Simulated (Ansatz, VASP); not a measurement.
Mg4H: VASP beside Ansatz

File INCAR:

```
PREC = Accurate ; ENCUT = 520
EDIFF = 1E-6 ; ISMEAR = 0
SIGMA = 0.1 ; LREAL = F
LASPH = T ; NELM = 80
ALGO = Normal ; ISIF = 2
LWAVE = F ; LCHARG = F
LDIPOL = T ; IDIPOL = 3
DIPOL = 0.5 0.5 0.292 ; GGA = PE
NBANDS = 20
```

File KPOINTS:

```
Automatic mesh
0
Gamma
  4 5 1
```

The input POSCAR:

```
Mg4H
1.0
    6.4201385733      0.0000000000      0.0000000000
    0.0000000000      5.1379129567      0.0000000000
    0.0000000000      0.0000000000     21.6644777330
Mg H
8 2
Direct
    0.0000000000      0.7500000000      0.1846340378
    0.5000000000      0.7500000000      0.1846340378
    0.2500000000      0.2500000000      0.2274076137
    0.7500000000      0.2500000000      0.2274076137
    0.2500000000      0.7500000000      0.3173234500
    0.7500000000      0.7500000000      0.3173234500
    0.0000000000      0.2500000000      0.3537808678
    0.5000000000      0.2500000000      0.3537808678
    0.6580237921      0.0833333333      0.3745521971
    0.8419762079      0.0833333333      0.3745521971
```

Input for Ansatz:

```yaml
crystal:
  lattice:
    - [6.4201385733, 0.0, 0.0]
    - [0.0, 5.1379129567, 0.0]
    - [0.0, 0.0, 21.664477733]
  atoms:
    - { symbol: Mg, position: [0.0, 0.75, 0.1846340378] }
    - { symbol: Mg, position: [0.5, 0.75, 0.1846340378] }
    - { symbol: Mg, position: [0.25, 0.25, 0.2274076137] }
    - { symbol: Mg, position: [0.75, 0.25, 0.2274076137] }
    - { symbol: Mg, position: [0.25, 0.75, 0.31732345] }
    - { symbol: Mg, position: [0.75, 0.75, 0.31732345] }
    - { symbol: Mg, position: [0.0, 0.25, 0.3537808678] }
    - { symbol: Mg, position: [0.5, 0.25, 0.3537808678] }
    - { symbol: H, position: [0.6580237921, 0.0833333333, 0.3745521971] }
    - { symbol: H, position: [0.8419762079, 0.0833333333, 0.3745521971] }
basis:
  ecutwfc: 420
kpoints:
  mp_grid: { grid: [4, 5, 1] }
hamiltonian:
  xc: pbe
scf:
  occupations: { method: gaussian, width: 0.1 }
output:
  forces: true
  eigenvalues: true
efield:
  axis: 3
  dipole_correction: true
  ramp_width: 0.04
```

Alike in both runs: task single point; functional PBE; k mesh 4 × 5 × 1; occupations gaussian, width 0.1 eV; no spin polarisation.

|  | VASP | Ansatz |
| --- | --- | --- |
| version | VASP 6.6.1 | Ansatz 0.2.0 |
| potentials or method | VASP PAW PBE potentials, release 64 (Mg, H), cutoff 520 eV | scalar-relativistic, plane waves, PAW |
| valence electrons in the cell | 18 | 82 |

```tsv
	VASP	Ansatz	Ansatz less VASP
gap on the k mesh at the Fermi level (eV)	none	none	-
rms of the force components (eV/Å)	2.075	2.039	-0.0358
```

Atom by atom the forces differ by 0.036 eV/Å (rms over components). A gap of «none» marks a metal or a gap that the smearing closes. VASP's potentials hold 18 valence electrons a cell and Ansatz's 82, so a difference there can come from the potentials and not from the codes.
